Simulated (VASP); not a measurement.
Y, 4 atoms in the cell. Symmetry: P6_3/mmc, No. 194, hexagonal system. The conventional cell has a = 3.593 Å, b = 3.593 Å, c = 11.684 Å, α = 90.00°, β = 90.00°, γ = 120.00°. Y (site symmetry -6m2) has 12 Y at 3.58 to 3.59 Å within 4.7 Å. Within 4.7 Å of Y (site symmetry -3m) lie 12 Y at 3.58 to 3.59 Å. 

| Item | Value |
| --- | --- |
| Program | VASP 6.6.1 |
| Task | single point |
| Functional | PBEsol |
| Potentials or basis | VASP PAW PBE potentials, release 64 (Y_sv) |
| Cutoff | 520 eV |
| k mesh | 8 × 8 × 3 |
| Occupations | fermi-dirac, width 0.05 eV |
| Spin | no spin polarisation |
| Dipole correction | no |
| Further INCAR settings | ALGO = Normal; EDIFF = 1e-06; NBANDS = 30 |

Potentials or basis: VASP PAW PBE potentials, release 64 (Y_sv).

Launch:

```sh
$ cat potpaw_PBE.64/Y_sv/POTCAR > POTCAR
$ mpirun -np 1 vasp_std > vasp.out
```

Hardware: 1 thread of AMD EPYC 9R45 96-Core Processor (Zen 5), on a shared host.

Question: Estimate the wall time of this run.

Answer: Run time: 56 s on 1 thread of AMD EPYC 9R45 96-Core Processor (Zen 5) (shared host), peak memory 0.25 GiB. Counts: scf iterations 14, k points 20.
